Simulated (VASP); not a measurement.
Here is a VASP 6.6.1 calculation.

File INCAR:

```
  PREC = Accurate
  ENCUT = 520
  EDIFF = 1E-6
  ISMEAR = 1
  SIGMA = 0.2
  LREAL = F
  LASPH = T
  NELM = 60
  ALGO = Normal
  ISIF = 2
  LWAVE = F
  LCHARG = T
  GGA = CA
  LELF = T
  LVHAR = T
  NBANDS = 11
```

The input KPOINTS:

```
regular mesh
0
Gamma
  8 8 8
```

POSCAR

```
Ca
1.0
   -0.0390650000      2.8062550000      2.8102530000
    2.7255680000     -0.0087790000      2.7799670000
    2.7544070000      2.8048080000     -0.0376180000
Ca
1
Direct
    0.0006290000     -0.0131320000      0.0115240000
```

Potentials or basis: VASP PAW LDA potentials, release 64 (Ca_sv).

Command:

```sh
$ cat potpaw_LDA.64/Ca_sv/POTCAR > POTCAR
$ mpirun -np 1 vasp_std > vasp.out
```

Estimate the band gap on the k mesh.

zero (bands 5 and 6 overlap by 0.38 eV).

Estimate the pressure.

-2.2 GPa.

Stress tensor (GPa, compression positive):
```
-2.08  0.05  0.31
 0.05 -2.19  0.03
 0.31  0.03 -2.20
```

Caveat: the cell differs from its parent crystal (the cell strained at random).
